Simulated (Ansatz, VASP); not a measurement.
## Two plane-wave programs on AlCu

Contents of INCAR:

```
  ALGO = Normal
  EDIFF = 1E-7
  EDIFFG = -0.005
  ENCUT = 600
  GGA = CA
  IBRION = 2
  ISIF = 3
  ISMEAR = 0
  LASPH = True
  LCHARG = False
  LREAL = False
  LWAVE = False
  NELM = 100
  NSW = 70
  PREC = Accurate
  SIGMA = 0.1
```

Contents of KPOINTS:

```
k-points
0
Gamma
  14 14 14
```

The input POSCAR:

```
AlCu
1.0
    2.9926092950      0.0000000000      0.0000000000
    0.0000000000      2.9926092950      0.0000000000
    0.0000000000      0.0000000000      2.9926092950
Al Cu
1 1
Direct
    0.0000000000      0.0000000000      0.0000000000
    0.5000000000      0.5000000000      0.5000000000
```

Input for Ansatz:

```yaml
crystal:
  lattice:
    - [2.992609295, 0.0, 0.0]
    - [0.0, 2.992609295, 0.0]
    - [0.0, 0.0, 2.992609295]
  atoms:
    - { symbol: Al, position: [0.0, 0.0, 0.0] }
    - { symbol: Cu, position: [0.5, 0.5, 0.5] }
basis:
  ecutwfc: 420
kpoints:
  mp_grid: { grid: [14, 14, 14] }
hamiltonian:
  xc: lda
scf:
  occupations: { method: gaussian, width: 0.1 }
output:
  forces: true
  stress: true
  eigenvalues: true
relax:
  adjacent_minimum: "off"
  f_tol: 0.005
  max_steps: 50
  cell: { stress_tol: 0.05 }
```

Alike in both runs: task relaxation of cell and atoms; functional LDA; k mesh 14 × 14 × 14; occupations gaussian, width 0.1 eV; no spin polarisation.

```csv
,VASP,Ansatz
version,VASP 6.6.1,Ansatz 0.2.0
potentials or method,"VASP PAW LDA potentials, release 64 (Al, Cu), cutoff 600 eV","scalar-relativistic, plane waves, PAW"
valence electrons in the cell,14,22
```

|  | VASP | Ansatz | Ansatz less VASP |
| --- | --- | --- | --- |
| gap on the k mesh at the Fermi level, each at its own relaxed structure (eV) | none | none | - |
| relaxed volume (Å³/atom) | 12.55 | 12.50 | -0.049 |
| relaxed length of the cell vector where the two differ most in proportion (Å) | 2.928 | 2.924 | -0.0038 |

LDA's correlation is that of Perdew and Zunger in VASP and of Perdew and Wang (1992) in Ansatz. A gap of «none» marks a metal or a gap that the smearing closes. VASP's potentials hold 14 valence electrons a cell and Ansatz's 22, so a difference there can come from the potentials and not from the codes.
